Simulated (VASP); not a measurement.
Input of a VASP 6.6.1 run:

The input INCAR:

```
SYSTEM = SiMoP3
  ALGO = Normal
  EDIFF = 1E-7
  ENCUT = 520
  GGA = PE
  ISIF = 2
  ISMEAR = 0
  LASPH = .TRUE.
  LCHARG = .FALSE.
  LREAL = .FALSE.
  LWAVE = .FALSE.
  NBANDS = 24
  NELM = 80
  PREC = Accurate
  SIGMA = 0.1
```

File KPOINTS:

```
k-points
0
G
  12 12 4
  0 0 0
```

The input POSCAR:

```
SiMoP3
1.0
    3.4518014479      0.0000000000      0.0000000000
   -1.7259007239      2.9893477427      0.0000000000
    0.0000000000      0.0000000000      9.2886549508
Si Mo P
1 1 3
Direct
    0.3333333333      0.6666666667      0.5660204196
    0.0000000000      0.0000000000      0.1652434095
    0.0000000000      0.0000000000      0.6782209863
    0.3333333333      0.6666666667      0.3214612375
    0.3333333333      0.6666666667      0.0190539472
```

Potentials or basis: VASP PAW PBE potentials, release 64 (Si, Mo_sv, P).

Command:

```console
$ cat potpaw_PBE.64/Si/POTCAR potpaw_PBE.64/Mo_sv/POTCAR potpaw_PBE.64/P/POTCAR > POTCAR
$ mpirun -np 1 vasp_std > vasp.out
```

What does it give for the pressure?

-0.1 GPa.

What does it give for the largest force?

0.033 eV/Å.

Forces in eV/Å, atoms in the order of the input:
```
Si   0.000  0.000  0.016
Mo   0.000  0.000 -0.004
P    0.000  0.000 -0.033
P    0.000  0.000  0.018
P    0.000  0.000  0.004
```

Caveat: this functional lacks dispersion, which binds layers or chains, so the pressure and a relaxed spacing across them are unreliable; an odd number of electrons without spin polarisation forces a metal; a magnetic or distorted state may lie lower.
